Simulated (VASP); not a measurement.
Write the native input for VASP 6.6.1 that does the following.

- Task: single point
- Functional: r2SCAN
- Potentials or basis: VASP PAW PBE potentials, release 64 (Au)
- Cutoff: 520 eV
- k mesh: 7 × 7 × 7
- Occupations: methfessel-paxton, width 0.05 eV
- Spin: no spin polarisation
- Dipole correction: no
- Further INCAR settings: ALGO = Normal; EDIFF = 1e-06; NBANDS = 12

The system is Au.

```
Au
1.0
     2.74841    0.00000    0.00000
     0.00000    2.74841    0.00000
     0.00000    0.00000    2.74841
Au
1
Direct
  0.50000 0.50000 0.50000
```

This isn't the form of Au at room conditions, which is fcc.

The input as run:

POSCAR

```
Au
1.0
    2.7484100000      0.0000000000      0.0000000000
    0.0000000000      2.7484100000      0.0000000000
    0.0000000000      0.0000000000      2.7484100000
Au
1
Direct
    0.5000000000      0.5000000000      0.5000000000
```

INCAR.step1

```
SYSTEM = Au
ALGO = Normal ; EDIFF = 1E-4
ENCUT = 520 ; GGA = PE
ISMEAR = 1 ; LASPH = .TRUE.
LCHARG = .FALSE. ; LREAL = .FALSE.
LWAVE = .TRUE. ; NBANDS = 12
NELM = 100 ; PREC = Accurate
SIGMA = 0.05
```

INCAR.step2

```
SYSTEM = Au
ALGO = Normal ; EDIFF = 1E-6
ENCUT = 520 ; ISIF = 2
ISMEAR = 1 ; ISTART = 1
LASPH = .TRUE. ; LCHARG = .TRUE.
LELF = .TRUE. ; LMIXTAU = .TRUE.
LREAL = .FALSE. ; LVHAR = .TRUE.
LWAVE = .FALSE. ; METAGGA = R2SCAN
NBANDS = 12 ; NELM = 100
PREC = Accurate ; SIGMA = 0.05
```

KPOINTS

```
k-points
0
G
  7 7 7
  0 0 0
```

Potentials or basis: VASP PAW PBE potentials, release 64 (Au).

The run is started by

```console
$ cat potpaw_PBE.64/Au/POTCAR > POTCAR
$ cp INCAR.step1 INCAR
$ mpirun -np 1 vasp_std > vasp.out
$ cp INCAR.step2 INCAR
$ mpirun -np 1 vasp_std > vasp.out
```

Results of the run:

```
Pressure               : -3.5 GPa
Band gap on the k mesh : zero (an odd number of electrons rules out a gap without spin polarisation)
```

Caveat: the cell stands under tension; the PAW data sets were made with another functional, which shifts forces and pressure a little; spin-orbit coupling is left out, which moves the levels of the heavy elements.

Wall time 9.9 s on 1 thread of AMD EPYC 9R45 96-Core Processor (Zen 5) (shared host), peak memory 0.1 GiB.
